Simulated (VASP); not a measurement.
A run of VASP 6.6.1:

Contents of INCAR:

```
SYSTEM = Re
  PREC = Accurate
  ENCUT = 520
  EDIFF = 1E-6
  ISMEAR = -1
  SIGMA = 0.1
  LREAL = .FALSE.
  LASPH = .TRUE.
  NELM = 80
  ALGO = Normal
  ISIF = 2
  LWAVE = .FALSE.
  LCHARG = .TRUE.
  GGA = PE
  LELF = .TRUE.
  LVHAR = .TRUE.
  NBANDS = 10
```

File KPOINTS:

```
Automatic mesh
0
G
  8 8 8
  0 0 0
```

POSCAR

```
Re
1.0
    2.4699282008      0.0000000000      0.0000000000
    0.0000000000      2.4699282008      0.0000000000
    0.0000000000      0.0000000000      2.4699282008
Re
1
Direct
    0.0000000000      0.0000000000      0.0000000000
```

Potentials or basis: VASP PAW PBE potentials, release 64 (Re).

The run is started by

```sh
$ cat potpaw_PBE.64/Re/POTCAR > POTCAR
$ mpirun -np 1 vasp_std > vasp.out
```

Hardware: 1 thread of Intel(R) Xeon(R) Platinum 8488C (Sapphire Rapids), with other jobs on the host.

How long does it take, and how much memory?

Wall time 6.6 s on 1 thread of Intel(R) Xeon(R) Platinum 8488C (Sapphire Rapids), on a shared host, peak memory 0.12 GiB. Counts: scf iterations 11, k points 35.
